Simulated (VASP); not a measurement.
# HfN (Imm2) in VASP: notebook

HfN is run at these levels: PBE; tasks: single point.

Program: VASP 6.6.1. These are calculated values, not measurements. Logs are shortened: lines on timing, memory, paths and dates and some standing lists are left out, and cuts for length are marked.

### Step 1. The cell of the first run

The structure is orthorhombic, space group Imm2 (No. 44). Conventional cell: a = 3.472 Å, b = 3.472 Å, c = 4.910 Å, α = 90.00°, β = 90.00°, γ = 90.00°. Within 2.7 Å of Hf (site symmetry mm2) lie 4 N at 2.07 to 2.19 Å. Within 2.7 Å of N (site symmetry mm2) lie 4 Hf at 2.07 to 2.19 Å.

### Step 2. Single point, PBE (all Hf atoms moved -0.100 Å, as atom 1 along Cartesian [0 0 1])

File INCAR:

```
PREC = Accurate
ENCUT = 520
EDIFF = 1E-7
ISMEAR = 0
SIGMA = 0.15
LREAL = False
LASPH = True
NELM = 100
ALGO = Normal
ISIF = 2
LWAVE = False
LCHARG = False
GGA = PE
NBANDS = 14
```

File KPOINTS:

```
Automatic mesh
0
Gamma
  16 16 16
```

File POSCAR:

```
HfN
1.0
    0.0000000000      2.4548220000      2.4548220000
    2.4548220000      0.0000000000      2.4548220000
    2.4548220000      2.4548220000      0.0000000000
Hf N
1 1
Direct
   -0.0203680756     -0.0203680756      0.0203680756
    0.7500000000      0.7500000000      0.7500000000
```

Potentials or basis: VASP PAW PBE potentials, release 64 (Hf_pv, N).

Run with:

```sh
$ cat potpaw_PBE.64/Hf_pv/POTCAR potpaw_PBE.64/N/POTCAR > POTCAR
$ mpirun -np 1 vasp_std > vasp.out
```

OUTCAR:

```text
PREC = Accurate
   ENCUT = 520
   EDIFF = 1E-7
   ISMEAR = 0
   LREAL = False
   LASPH = True
   NELM = 100
   ISIF = 2
   GGA = PE

 ion  position               nearest neighbor table
   1  0.980  0.980  0.020-   2 2.07   2 2.07   2 2.19   2 2.19
   2  0.750  0.750  0.750-   1 2.07   1 2.07   1 2.19   1 2.19

  LATTYP: Found a face centered cubic cell.
 ALAT       =     4.9096440000

  Lattice vectors:

 A1 = (   0.0000000000,   2.4548220000,   2.4548220000)
 A2 = (   2.4548220000,   0.0000000000,   2.4548220000)
 A3 = (   2.4548220000,   2.4548220000,   0.0000000000)

Analysis of symmetry for initial positions (statically):
=====================================================================
 Subroutine PRICEL returns:
 Original cell was already a primitive cell.

 Routine SETGRP: Setting up the symmetry group for a
 face centered cubic supercell.

 Subroutine GETGRP returns: Found  4 space group operations
 (whereof  4 operations were pure point group operations)
 out of a pool of 48 trial point group operations.

The static configuration has the point symmetry C_2v.

Analysis of symmetry for dynamics (positions and initial velocities):
=====================================================================
 Subroutine PRICEL returns:
 Original cell was already a primitive cell.

 Routine SETGRP: Setting up the symmetry group for a
 face centered cubic supercell.

 Subroutine GETGRP returns: Found  4 space group operations
 (whereof  4 operations were pure point group operations)
 out of a pool of 48 trial point group operations.

The dynamic configuration has the point symmetry C_2v.

 Subroutine INISYM returns: Found  4 space group operations
 (whereof  4 operations are pure point group operations),
 and found     1 'primitive' translations

----------------------------------------------------------------------------------------

                                     Primitive cell

  volume of cell :      29.5863

  direct lattice vectors                    reciprocal lattice vectors
     0.000000000  2.454822000  2.454822000    -0.203680756  0.203680756  0.203680756
     2.454822000  0.000000000  2.454822000     0.203680756 -0.203680756  0.203680756
     2.454822000  2.454822000  0.000000000     0.203680756  0.203680756 -0.203680756

  length of vectors
     3.471642566  3.471642566  3.471642566     0.352785417  0.352785417  0.352785417

[... 84 lines left out ...]
   IBRION =     -1    ionic relax: 0-MD 1-quasi-New 2-CG
   NFREE  =      0    steps in history (QN), initial steepest desc. (CG)
   ISIF   =      2    stress and relaxation
   ISYM   =      2    0-nonsym 1-usesym 2-fastsym
   POTIM  = 0.5000    time-step for ionic-motion
   TEBEG  =    0.0;   TEEND  =   0.0 temperature during run
   PSTRESS=    0.0 pullay stress
   NELECT =      15.0000    total number of electrons
   NUPDOWN=      -1.0000    fix difference up-down
   EMIN   =  10.00;   EMAX   =-10.00  energy-range for DOS
   EFERMI =   0.00;   METHOD = LEGACY
   ISMEAR =     0;   SIGMA  =   0.15  broadening in eV -4-tet -1-fermi 0-gaus
   EFERMI_NEDOS =   21; number of points for ismear=-14 and -15
   IALGO  =     38    algorithm
   IMIX   =      4    mixing-type and parameters
     AMIX     =   0.40;   BMIX     =  1.00
     AMIX_MAG =   1.60;   BMIX_MAG =  1.00
  volume/ion in A,a.u.               =      14.79        99.83
  Fermi-wavevector in a.u.,A,eV,Ry     =   1.305395  2.466839 23.185087  1.704056
  Thomas-Fermi vector in A             =   2.436267
   LORBIT       =      0    0 simple, 1 ext, 2 COOP (PROOUT), +10 PAW based schemes
   GGA     = PE    functional components
   LHFCALC =     F    Hartree Fock is set to
   AEXX    =    0.0000 exact exchange contribution
   IVDW    =     0    specifies the selected vdW correction
   LEPSILON=     F    determine dielectric tensor
   LRPA    =     F    only Hartree local field effects (RPA)
 non-spin polarized calculation
 Gauss-broadening in eV      SIGMA  =   0.15
  energy-cutoff  :      520.00
  volume of cell :       29.59
 maximum number of plane-waves:       821
 NGX is ok and might be reduce to    28
   NGX = 13   NGY = 13   NGZ = 13

 number of electron      15.0000001 magnetization

 Free energy of the ion-electron system (eV)
  ---------------------------------------------------
  ext. energy  EPLUGINS =         0.00000000
  ---------------------------------------------------
  free energy    TOTEN  =       -21.16542772 eV

  energy without entropy =      -21.15812209  energy(sigma->0) =      -21.16177490

 E-fermi :   5.7763     XC(G=0): -11.2191

 val. band max:        5.7761368369   @ k =   0.0000   0.1250   0.0625
 cond. band min:       5.7776838650   @ k =   0.1875   0.1875  -0.3125
 fundamental gap:      0.0015470280
 Fermi energy:         5.7763390218

 k-point     1 :       0.0000    0.0000    0.0000
  band No.  band energies     occupation
      1     -25.3561      2.00000
      2     -25.3499      2.00000
      3     -25.3419      2.00000
      4     -10.3995      2.00000
      5       0.1916      2.00000
      6       0.2932      2.00000
      7       0.4833      2.00000
      8       5.0204      2.00000
      9       7.9953      0.00000
     10       8.0147      0.00000
     11      11.7251      0.00000
     12      12.5306      0.00000
     13      12.9299      0.00000
     14      18.0820      0.00000
[... 377 lines left out ...]
      1     -25.4719      2.00000
      2     -25.3814      2.00000
      3     -25.3625      2.00000
      4     -10.0785      2.00000
      5      -0.1865      2.00000
      6       0.4465      2.00000
      7       0.6001      2.00000
      8       6.3853      0.00000
      9       7.4051      0.00000
     10       8.0100      0.00000
     11      11.4565      0.00000
     12      12.9016      0.00000
     13      13.0331      0.00000
     14      16.3559      0.00000

 [... further k-points ...]
[... 5 lines left out ...]
  --------------------------------------------------------------------------------------
  -------------------------------------------------------------------------------------
  Total        0.1638349      0.1638349      0.0635156      1.0348688      0.0000000      0.0000000
  in kB        8.8721138      8.8721138      3.4395429     56.0409977      0.0000000      0.0000000
  external PRESSURE =       7.0612568 kB  Pullay stress =       0.0000000 kB

 VOLUME and BASIS-vectors are now :
 -----------------------------------------------------------------------------
  energy-cutoff  :      520.00
  volume of cell :       29.59
      direct lattice vectors                 reciprocal lattice vectors
     0.000000000  2.454822000  2.454822000    -0.203680756  0.203680756  0.203680756
     2.454822000  0.000000000  2.454822000     0.203680756 -0.203680756  0.203680756
     2.454822000  2.454822000  0.000000000     0.203680756  0.203680756 -0.203680756

 POSITION                                       TOTAL-FORCE (eV/Angst)
 -----------------------------------------------------------------------------------
      2.45482      2.45482      4.80964         0.000000      0.000000      1.167791
      3.68223      3.68223      3.68223         0.000000      0.000000     -1.167791
 -----------------------------------------------------------------------------------
    total drift:                               -0.000000     -0.000000      0.000082

  FREE ENERGIE OF THE ION-ELECTRON SYSTEM (eV)
  ---------------------------------------------------
  free  energy   TOTEN  =       -21.1654277175 eV

  energy  without entropy=      -21.1581220876  energy(sigma->0) =      -21.16177490
```

OSZICAR:

```text
N       E                     dE             d eps       ncg     rms          rms(c)
DAV:   1     0.424351996952E+02    0.42435E+02   -0.76701E+03 17404   0.976E+02
DAV:   2    -0.222828866300E+02   -0.64718E+02   -0.60563E+02 23664   0.234E+02
DAV:   3    -0.247966518419E+02   -0.25138E+01   -0.25039E+01 20040   0.383E+01
DAV:   4    -0.248109562870E+02   -0.14304E-01   -0.14303E-01 20610   0.343E+00
DAV:   5    -0.248111033160E+02   -0.14703E-03   -0.14703E-03 20274   0.307E-01    0.541E+01
DAV:   6    -0.212940359960E+02    0.35171E+01   -0.13168E+01 19086   0.250E+01    0.393E+01
DAV:   7    -0.211851174998E+02    0.10892E+00   -0.71277E-01 18048   0.750E+00    0.254E+01
DAV:   8    -0.211743691918E+02    0.10748E-01   -0.11326E-01 21186   0.304E+00    0.720E+00
DAV:   9    -0.211654895873E+02    0.88796E-02   -0.23314E-02 19806   0.116E+00    0.171E+00
DAV:  10    -0.211654451916E+02    0.44396E-04   -0.15016E-03 20184   0.351E-01    0.167E-01
DAV:  11    -0.211654297955E+02    0.15396E-04   -0.88045E-05 20682   0.868E-02    0.100E-01
DAV:  12    -0.211654277870E+02    0.20085E-05   -0.19450E-05 21798   0.347E-02    0.796E-03
DAV:  13    -0.211654276952E+02    0.91797E-07   -0.10160E-06 20106   0.960E-03    0.758E-03
DAV:  14    -0.211654277175E+02   -0.22296E-07   -0.74041E-08 15128   0.231E-03
   1 F= -.21165428E+02 E0= -.21161775E+02  d E =-.730563E-02
```

stdout:

```text
POSCAR found type information on POSCAR HfN
 POSCAR found :  2 types and       2 ions
 scaLAPACK will be used
 LDA part: xc-table for (Slater+PW92), standard interpolation
 POSCAR, INCAR and KPOINTS ok, starting setup
 FFT: planning ... GRIDC
 FFT: planning ... GRID_SOFT
 FFT: planning ... GRID
 WAVECAR not read
 entering main loop
```

Run time: 2 min. Hardware: 1 thread of Intel Xeon 6975P-C (Granite Rapids), shared host; peak memory 0.38 GiB.

What came out:

| Item | Value |
| --- | --- |
| Free energy | -21.1654 eV |
| Pressure | 0.7 GPa |
| Largest force | 1.168 eV/Å |

Forces in eV/Å, atoms in the order of the input:
```
Hf   0.000  0.000  1.168
N    0.000  0.000 -1.168
```

Caveat: the cell differs from its parent crystal (all Hf atoms moved -0.100 Å, as atom 1 along Cartesian [0 0 1]); spin-orbit coupling is left out, which moves the levels of the heavy elements; forces of over 1 eV/Å act on the atoms, so gaps and moduli don't describe the material at rest.

(Part 1 of 2 ends here.)
